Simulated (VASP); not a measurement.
# MgZn4O (P3m1) in VASP: further runs

Runs on MgZn4O. Level: PBE. Tasks: single point.

Program: VASP 6.6.1. These are calculated values, not measurements. Logs are shortened: lines on timing, memory, paths and dates and some standing lists are left out, and cuts for length are marked.

### Step 1. The cell of the first run

It takes space group P3m1 (No. 156, trigonal). Conventional cell: a = 3.031 Å, b = 3.031 Å, c = 11.111 Å, α = 90.00°, β = 90.00°, γ = 120.00°. Within 2.7 Å of Mg (site symmetry 3m) lie 3 O at 2.00 Å. Zn (site symmetry 3m) has 3 O at 2.39 Å and 9 Zn at 2.68 to 3.03 Å and 3 Mg at 3.14 Å within 3.2 Å. Zn (site symmetry 3m) has 12 Zn at 2.63 to 3.03 Å within 3.5 Å. Within 3.5 Å of Zn (site symmetry 3m) lie 12 Zn at 2.63 to 3.03 Å. Zn (site symmetry 3m) has 9 Zn at 2.71 to 3.03 Å and 3 Mg at 3.00 Å and 1 O at 3.42 Å within 3.6 Å. O (site symmetry 3m) has 3 Mg at 2.00 Å and 3 Zn at 2.39 Å within 2.7 Å.

### Step 2. Single point, PBE, collinear spin, ferromagnetic start

File INCAR:

```
SYSTEM = MgZn4O
  ALGO = Normal
  EDIFF = 1E-6
  ENCUT = 520
  GGA = PE
  ISIF = 2
  ISMEAR = 0
  ISPIN = 2
  LASPH = .TRUE.
  LCHARG = .TRUE.
  LELF = .TRUE.
  LORBIT = 11
  LREAL = .FALSE.
  LVHAR = .TRUE.
  LWAVE = .FALSE.
  MAGMOM = 0 0 0 0 0 1
  NBANDS = 41
  NELM = 150
  PREC = Accurate
  SIGMA = 0.1
```

File KPOINTS:

```
k-points
0
G
  6 6 2
  0 0 0
```

File POSCAR:

```
MgZn4O
1.0
    3.0305956444      0.0000000000      0.0000000000
   -1.5152978222      2.6245728167      0.0000000000
    0.0000000000      0.0000000000     11.1112064198
Mg Zn O
1 4 1
Direct
    0.3333333333      0.6666666667      0.1107955750
    0.6666666667      0.3333333333      0.8765175984
    0.3333333333      0.6666666667      0.5164087827
    0.0000000000      0.0000000000      0.6932433740
    0.0000000000      0.0000000000      0.3302361461
    0.0000000000      0.0000000000      0.0227985238
```

Potentials or basis: VASP PAW PBE potentials, release 64 (Mg, Zn, O).

Started as:

```console
$ cat potpaw_PBE.64/Mg/POTCAR potpaw_PBE.64/Zn/POTCAR potpaw_PBE.64/O/POTCAR > POTCAR
$ mpirun -np 1 vasp_std > vasp.out
```

OUTCAR:

```text
SYSTEM = MgZn4O
   EDIFF = 1E-6
   ENCUT = 520
   GGA = PE
   ISIF = 2
   ISMEAR = 0
   ISPIN = 2
   LASPH = .TRUE.
   LORBIT = 11
   LREAL = .FALSE.
   NELM = 150
   PREC = Accurate

 ion  position               nearest neighbor table
   1  0.333  0.667  0.111-   6 2.00   6 2.00   6 2.00   5 3.00   5 3.00   5 3.00   2 3.14   2 3.14
                             2 3.14
   2  0.667  0.333  0.877-   6 2.39   6 2.39   6 2.39   4 2.68   4 2.68   4 2.68   1 3.14   1 3.14
                             1 3.14
   3  0.333  0.667  0.516-   4 2.63   4 2.63   4 2.63   5 2.71   5 2.71   5 2.71
   4  0.000  0.000  0.693-   3 2.63   3 2.63   3 2.63   2 2.68   2 2.68   2 2.68
   5  0.000  0.000  0.330-   3 2.71   3 2.71   3 2.71   1 3.00   1 3.00   1 3.00
   6  0.000  0.000  0.023-   1 2.00   1 2.00   1 2.00   2 2.39   2 2.39   2 2.39

  LATTYP: Found a hexagonal cell.
 ALAT       =     3.0305956444
 C/A-ratio  =     3.6663440866

  Lattice vectors:

 A1 = (   3.0305956444,   0.0000000000,   0.0000000000)
 A2 = (  -1.5152978222,   2.6245728167,   0.0000000000)
 A3 = (   0.0000000000,   0.0000000000,  11.1112064198)

Analysis of symmetry for initial positions (statically):
=====================================================================
 Subroutine PRICEL returns:
 Original cell was already a primitive cell.

 Routine SETGRP: Setting up the symmetry group for a
 hexagonal supercell.

 Subroutine GETGRP returns: Found  6 space group operations
 (whereof  6 operations were pure point group operations)
 out of a pool of 24 trial point group operations.

The static configuration has the point symmetry C_3v.

Analysis of symmetry for dynamics (positions and initial velocities):
=====================================================================
 Subroutine PRICEL returns:
 Original cell was already a primitive cell.

 Routine SETGRP: Setting up the symmetry group for a
 hexagonal supercell.

 Subroutine GETGRP returns: Found  6 space group operations
 (whereof  6 operations were pure point group operations)
 out of a pool of 24 trial point group operations.

The dynamic configuration has the point symmetry C_3v.

Analysis of structural, dynamic, and magnetic symmetry:
=====================================================================
 Subroutine PRICEL returns:
 Original cell was already a primitive cell.

 Routine SETGRP: Setting up the symmetry group for a
 hexagonal supercell.

 Subroutine GETGRP returns: Found  6 space group operations
 (whereof  6 operations were pure point group operations)
 out of a pool of 24 trial point group operations.

The overall configuration has the point symmetry C_3v.

 Subroutine INISYM returns: Found  6 space group operations
 (whereof  6 operations are pure point group operations),
 and found     1 'primitive' translations

----------------------------------------------------------------------------------------

                                     Primitive cell

  volume of cell :      88.3787

  direct lattice vectors                    reciprocal lattice vectors
     3.030595644  0.000000000  0.000000000     0.329968137  0.190507193  0.000000000
    -1.515297822  2.624572817  0.000000000     0.000000000  0.381014386  0.000000000
     0.000000000  0.000000000 11.111206420     0.000000000  0.000000000  0.089999228

  length of vectors
     3.030595644  3.030595644 11.111206420     0.381014386  0.381014386  0.089999228

  position of ions in fractional coordinates (direct lattice)
     0.333333333  0.666666667  0.110795575
     0.666666667  0.333333333  0.876517598
     0.333333333  0.666666667  0.516408783
     0.000000000  0.000000000  0.693243374
     0.000000000  0.000000000  0.330236146
     0.000000000  0.000000000  0.022798524

  ion indices of the primitive-cell ions
   primitive index   ion index
                 1           1
                 2           2
                 3           3
                 4           4
                 5           5
                 6           6

[... 39 lines left out ...]
  0.166667  0.166667  0.500000      6.000000
  0.333333  0.166667  0.500000     12.000000
  0.333333  0.333333  0.500000      2.000000
   k-points           NKPTS =     14   k-points in BZ     NKDIM =     14   number of bands    NBANDS=     41
   number of dos      NEDOS =    301   number of ions     NIONS =      6
   total plane-waves  NPLWV =  48384
   dimension x,y,z NGX =    24 NGY =   24 NGZ =   84
   dimension x,y,z NGXF=    48 NGYF=   48 NGZF=  168
   ions per type =               1   4   1
   NGX,Y,Z   is equivalent  to a cutoff of  13.17, 13.17, 12.57 a.u.
   NGXF,Y,Z  is equivalent  to a cutoff of  26.33, 26.33, 25.14 a.u.
 SYSTEM =  MgZn4O
   PREC   = accura    normal or accurate (medium, high low for compatibility)
   ISTART =      0    job   : 0-new  1-cont  2-samecut
   ICHARG =      2    charge: 1-file 2-atom 10-const
   ISPIN  =      2    spin polarized calculation?
   LNONCOLLINEAR =      F non collinear calculations
   LSORBIT =      F    spin-orbit coupling
   LASPH  =      T    aspherical Exc in radial PAW
   ENCUT  =  520.0 eV  38.22 Ry    6.18 a.u.   5.63  5.63 20.66*2*pi/ulx,y,z
   NELM   =    150;   NELMIN=  2; NELMDL= -5     # of ELM steps
   EDIFF  = 0.1E-05   stopping-criterion for ELM
   LREAL  =      F    real-space projection
   EDIFFG = 0.1E-04   stopping-criterion for IOM
   NSW    =      0    number of steps for IOM
   IBRION =     -1    ionic relax: 0-MD 1-quasi-New 2-CG
   NFREE  =      0    steps in history (QN), initial steepest desc. (CG)
   ISIF   =      2    stress and relaxation
   ISYM   =      2    0-nonsym 1-usesym 2-fastsym
   POTIM  = 0.5000    time-step for ionic-motion
   TEBEG  =    0.0;   TEEND  =   0.0 temperature during run
   PSTRESS=    0.0 pullay stress
   NELECT =      56.0000    total number of electrons
   NUPDOWN=      -1.0000    fix difference up-down
   EMIN   =  10.00;   EMAX   =-10.00  energy-range for DOS
   EFERMI =   0.00;   METHOD = LEGACY
   ISMEAR =     0;   SIGMA  =   0.10  broadening in eV -4-tet -1-fermi 0-gaus
   EFERMI_NEDOS =   21; number of points for ismear=-14 and -15
   IALGO  =     38    algorithm
   IMIX   =      4    mixing-type and parameters
     AMIX     =   0.40;   BMIX     =  1.00
     AMIX_MAG =   1.60;   BMIX_MAG =  1.00
  volume/ion in A,a.u.               =      14.73        99.40
  Fermi-wavevector in a.u.,A,eV,Ry     =   1.406117  2.657176 26.900976  1.977166
  Thomas-Fermi vector in A             =   2.528510
   LORBIT       =     11    0 simple, 1 ext, 2 COOP (PROOUT), +10 PAW based schemes
   GGA     = PE    functional components
   LHFCALC =     F    Hartree Fock is set to
   AEXX    =    0.0000 exact exchange contribution
   IVDW    =     0    specifies the selected vdW correction
   LEPSILON=     F    determine dielectric tensor
   LRPA    =     F    only Hartree local field effects (RPA)
 spin polarized calculation
 Gauss-broadening in eV      SIGMA  =   0.10
  energy-cutoff  :      520.00
  volume of cell :       88.38
 maximum number of plane-waves:      2405
 NGX is ok and might be reduce to    24
   NGX = 11   NGY = 11   NGZ = 41

 number of electron      56.0000026 magnetization       0.0007542

 Free energy of the ion-electron system (eV)
  ---------------------------------------------------
  ext. energy  EPLUGINS =         0.00000000
  ---------------------------------------------------
  free energy    TOTEN  =       -14.28898539 eV

  energy without entropy =      -14.28181032  energy(sigma->0) =      -14.28539786

 E-fermi :   3.1600     XC(G=0): -10.9060

 val. band max:        3.1506872632   @ k =   0.0000   0.0000   0.0000
 cond. band min:       3.1646859559   @ k =   0.3333   0.3333   0.5000
 fundamental gap:      0.0139986927
 Fermi energy:         3.1599600544

 spin component 1

 k-point     1 :       0.0000    0.0000    0.0000
  band No.  band energies     occupation
      1     -16.3566      1.00000
      2      -6.2259      1.00000
      3      -5.4310      1.00000
      4      -4.8123      1.00000
      5      -4.6545      1.00000
      6      -4.4354      1.00000
[... 591 lines left out ...]
     39      11.8002      0.00000
     40      11.9184      0.00000
 Fermi energy:         3.1599600544

 spin component 2

 k-point     1 :       0.0000    0.0000    0.0000
  band No.  band energies     occupation
      1     -16.3565      1.00000
      2      -6.2259      1.00000
      3      -5.4308      1.00000
      4      -4.8123      1.00000
      5      -4.6545      1.00000
      6      -4.4354      1.00000
[... 591 lines left out ...]
     39      11.8003      0.00000
     40      11.9186      0.00000
 [bands above 40 left out]

------------------------ aborting loop because EDIFF is reached ----------------------------------------

  FORCE on cell =-STRESS in cart. coord.  units (eV):
  Direction    XX          YY          ZZ          XY          YZ          ZX
  --------------------------------------------------------------------------------------
  -------------------------------------------------------------------------------------
  Total       -0.0555227     -0.0555227      0.0104646      0.0000000      0.0000000     -0.0000000
  in kB       -1.0065444     -1.0065444      0.1897077      0.0000000      0.0000000     -0.0000000
  external PRESSURE =      -0.6077937 kB  Pullay stress =       0.0000000 kB

 VOLUME and BASIS-vectors are now :
 -----------------------------------------------------------------------------
  energy-cutoff  :      520.00
  volume of cell :       88.38
      direct lattice vectors                 reciprocal lattice vectors
     3.030595644  0.000000000  0.000000000     0.329968137  0.190507193  0.000000000
    -1.515297822  2.624572817  0.000000000     0.000000000  0.381014386  0.000000000
     0.000000000  0.000000000 11.111206420     0.000000000  0.000000000  0.089999228

 POSITION                                       TOTAL-FORCE (eV/Angst)
 -----------------------------------------------------------------------------------
     -0.00000      1.74972      1.23107         0.000000     -0.000000     -0.052933
      1.51530      0.87486      9.73917         0.000000     -0.000000     -0.075383
     -0.00000      1.74972      5.73792         0.000000      0.000000     -0.033442
      0.00000      0.00000      7.70277        -0.000000      0.000000      0.054468
      0.00000      0.00000      3.66932        -0.000000     -0.000000      0.016619
      0.00000      0.00000      0.25332        -0.000000     -0.000000      0.090670
 -----------------------------------------------------------------------------------
    total drift:                               -0.000000      0.000000     -0.001952

  FREE ENERGIE OF THE ION-ELECTRON SYSTEM (eV)
  ---------------------------------------------------
  free  energy   TOTEN  =       -14.2889853942 eV

  energy  without entropy=      -14.2818103159  energy(sigma->0) =      -14.28539786

 total charge

# of ion       s       p       d       tot
------------------------------------------
    1        0.172   0.175   0.063   0.409
    2        0.555   0.312   9.769  10.636
    3        0.621   0.401   9.719  10.742
    4        0.610   0.406   9.724  10.740
    5        0.621   0.355   9.714  10.690
    6        1.569   3.463   0.000   5.032
--------------------------------------------------
tot          4.148   5.112  38.989  48.249

 magnetization (x)

# of ion       s       p       d       tot
------------------------------------------
    1        0.000   0.000   0.000   0.000
    2        0.000   0.000  -0.000   0.000
    3       -0.000   0.000  -0.000  -0.000
    4        0.000   0.000  -0.000   0.000
    5        0.000   0.000  -0.000   0.000
    6        0.000  -0.000   0.000  -0.000
--------------------------------------------------
tot          0.000   0.000  -0.000   0.000
```

It took 71 s on 1 thread of AMD EPYC 9R45 (Zen 5), shared host; peak memory 0.25 GiB.

What came out:

```yaml
Free_energy: -14.2890 eV
Pressure: -0.1 GPa
Largest_force: 0.091 eV/Å
Band_gap_on_the_k_mesh: zero (filled and empty bands overlap)
Net_moment: 0.00 μB per cell
Valence_electrons_inside_the_program's_atomic_spheres: Mg 0.41; Zn 10.64, 10.74, 10.69 (each value once); O 5.03
```

Forces in eV/Å, atoms in the order of the input:
```
Mg   0.000  0.000 -0.053
Zn   0.000  0.000 -0.075
Zn   0.000  0.000 -0.033
Zn   0.000  0.000  0.054
Zn   0.000  0.000  0.017
O    0.000  0.000  0.091
```

Caveat: the k points lie up to 0.40 Å⁻¹ apart, too coarse for converged energies and pressures of a metal.

### Step 3. Single point, PBE

This run uses another cell than the first one, of 14.60 Å³/atom.

File INCAR:

```
SYSTEM = MgZn4O
PREC = Accurate
ENCUT = 520
EDIFF = 1E-6
ISMEAR = 0
SIGMA = 0.1
LREAL = .FALSE.
LASPH = .TRUE.
NELM = 80
ALGO = Normal
ISIF = 2
LWAVE = .FALSE.
LCHARG = .FALSE.
GGA = PE
NBANDS = 37
```

File KPOINTS:

```
Automatic mesh
0
G
  12 12 4
  0 0 0
```

File POSCAR:

```
MgZn4O
1.0
    3.0071602257      0.0000000000      0.0000000000
   -1.5035801128      2.6042771487      0.0000000000
    0.0000000000      0.0000000000     11.1849587013
Mg Zn O
1 4 1
Direct
    0.3333333333      0.6666666667      0.1117062287
    0.6666666667      0.3333333333      0.8783036690
    0.3333333333      0.6666666667      0.5131314850
    0.0000000000      0.0000000000      0.6978370261
    0.0000000000      0.0000000000      0.3265346083
    0.0000000000      0.0000000000      0.0224869829
```

Potentials or basis: VASP PAW PBE potentials, release 64 (Mg, Zn, O).

Started as:

```console
$ cat potpaw_PBE.64/Mg/POTCAR potpaw_PBE.64/Zn/POTCAR potpaw_PBE.64/O/POTCAR > POTCAR
$ mpirun -np 1 vasp_std > vasp.out
```

Wall time 90 s (1 thread of Intel Xeon 6975P-C (Granite Rapids), shared host); peak memory 0.34 GiB.

Results (log left out):

- Free energy: -14.3229 eV
- Pressure: 0.2 GPa
- Largest force: 0.020 eV/Å
- Band gap on the k mesh: zero (bands 28 and 29 overlap by 1.53 eV)

Forces on the atoms (eV/Å):
```
Mg   0.000  0.000 -0.004
Zn   0.000  0.000  0.006
Zn   0.000  0.000 -0.002
Zn   0.000  0.000 -0.001
Zn   0.000  0.000 -0.019
O    0.000  0.000  0.020
```

Levels at points of the mesh, in eV from the Fermi level:
| k point | band 24 | band 25 | band 26 | band 27 | band 28 | band 29 | band 30 | band 31 | band 32 | band 33 |
| --- | --- | --- | --- | --- | --- | --- | --- | --- | --- | --- |
| (0.00, 0.00, 0.00) | -6.03 | -5.84 | -3.26 | -3.26 | -2.07 | -0.14 | 4.46 | 5.17 | 10.59 | 11.66 |
| (0.50, 0.00, 0.00) | -3.83 | -3.29 | -3.16 | -2.30 | -1.44 | -0.76 | 0.64 | 1.97 | 2.78 | 4.49 |
| (0.00, 0.00, 0.50) | -6.93 | -4.18 | -3.56 | -3.26 | -3.26 | 1.45 | 2.40 | 7.44 | 8.27 | 11.65 |
| (0.50, 0.00, 0.50) | -3.83 | -3.30 | -3.13 | -2.12 | -1.94 | 0.02 | 0.15 | 1.84 | 3.01 | 4.33 |
